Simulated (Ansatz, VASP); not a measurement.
**One calculation of YHf2O2, two programs**

```
CELL_PARAMETERS angstrom
-1.82438 1.82438 5.86693
1.82438 -1.82438 5.86693
1.82438 1.82438 -5.86693
ATOMIC_POSITIONS crystal
Y 0.00000 0.00000 0.00000
Hf 0.75000 0.25000 0.50000
Hf 0.25000 0.75000 0.50000
O 0.35476 0.35476 0.00000
O 0.64524 0.64524 0.00000
```

Change from the starting cell: species swapped into the BaAs2Rh2 type (I4/mmm, No. 139).

Alike in both runs: task relaxation of cell and atoms; functional PBE; k mesh 6 × 6 × 6; occupations gaussian, width 0.1 eV; no spin polarisation.

```csv
,VASP,Ansatz
version,VASP 6.6.1,Ansatz 0.2.0
potentials or method,"VASP PAW PBE potentials, release 64 (Y_sv, Hf_pv, O), cutoff 600 eV","scalar-relativistic, plane waves, PAW"
valence electrons in the cell,43,75
```

|  | VASP | Ansatz | Ansatz less VASP |
| --- | --- | --- | --- |
| gap on the k mesh at the Fermi level, each at its own relaxed structure (eV) | none | none | - |
| relaxed volume (Å³/atom) | 19.84 | 20.24 | +0.400 |
| relaxed length of the cell vector where the two differ most in proportion (Å) | 6.213 | 6.422 | +0.2091 |

A gap of «none» marks a metal or a gap that the smearing closes. VASP's potentials hold 43 valence electrons a cell and Ansatz's 75, so a difference there can come from the potentials and not from the codes.

The k mesh is coarse, so the values compare programs but aren't converged. Neither program's run includes spin-orbit coupling. Noted on VASP's run: the volume moved by over 15 % at a fixed basis, so the end points are rough.
